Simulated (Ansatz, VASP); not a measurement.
CsCdCl3: VASP beside Ansatz

Contents of INCAR:

```
PREC = Accurate ; ENCUT = 520
EDIFF = 1E-7 ; ISMEAR = 0
SIGMA = 0.05 ; LREAL = False
LASPH = True ; NELM = 100
ALGO = Normal ; ISIF = 2
LWAVE = False ; LCHARG = False
GGA = CA ; NBANDS = 29
```

Contents of KPOINTS:

```
regular mesh
0
Gamma
  6 6 6
```

File POSCAR:

```
CsCdCl3
1.0
    5.2000000000      0.0000000000      0.0000000000
    0.0000000000      5.2000000000      0.0000000000
    0.0000000000      0.0000000000      5.2000000000
Cs Cd Cl
1 1 3
Direct
    0.0000000000      0.0000000000      0.0000000000
    0.5000000000      0.5000000000      0.5000000000
    0.0120192308      0.5000000000      0.5000000000
    0.5120192308      0.0000000000      0.5000000000
    0.5120192308      0.5000000000      0.0000000000
```

Input for Ansatz:

```yaml
crystal:
  lattice:
    - [5.2, 0.0, 0.0]
    - [0.0, 5.2, 0.0]
    - [0.0, 0.0, 5.2]
  atoms:
    - { symbol: Cs, position: [0.0, 0.0, 0.0] }
    - { symbol: Cd, position: [0.5, 0.5, 0.5] }
    - { symbol: Cl, position: [0.0120192308, 0.5, 0.5] }
    - { symbol: Cl, position: [0.5120192308, 0.0, 0.5] }
    - { symbol: Cl, position: [0.5120192308, 0.5, 0.0] }
basis:
  ecutwfc: 420
kpoints:
  mp_grid: { grid: [6, 6, 6] }
hamiltonian:
  xc: lda
scf:
  occupations: { method: gaussian, width: 0.05 }
output:
  forces: true
  stress: true
  eigenvalues: true
```

Change from the starting cell: all Cl atoms moved +0.062 Å, as atom 3 along Cartesian [1 0 0].

Alike in both runs: task single point; functional LDA; k mesh 6 × 6 × 6; occupations gaussian, width 0.05 eV; no spin polarisation.

```csv
,VASP,Ansatz
version,VASP 6.6.1,Ansatz 0.2.0
potentials or method,"VASP PAW LDA potentials, release 64 (Cs_sv, Cd, Cl), cutoff 520 eV","scalar-relativistic, plane waves, PAW"
valence electrons in the cell,42,50
```

VASP gave:

| Item | Value |
| --- | --- |
| gap on the k mesh at the Fermi level (eV) | 1.55 |
| least direct gap on the mesh (eV) | 2.12 |
| pressure (GPa) | -1.6 |
| traceless stress, the component that is largest in VASP (GPa) | 0.12 |
| rms of the force components (eV/Å) | 0.081 |

Question: What did Ansatz give for the same quantities?

Answer: gap on the k mesh at the Fermi level (eV): 1.52; least direct gap on the mesh (eV): 2.10; pressure (GPa): -1.8; traceless stress, the component that is largest in VASP (GPa): 0.11; rms of the force components (eV/Å): 0.075.

LDA's correlation is that of Perdew and Zunger in VASP and of Perdew and Wang (1992) in Ansatz. Atom by atom the forces differ by 0.006 eV/Å (rms over components). VASP's potentials hold 42 valence electrons a cell and Ansatz's 50, so a difference there can come from the potentials and not from the codes.

Neither program's run includes spin-orbit coupling.
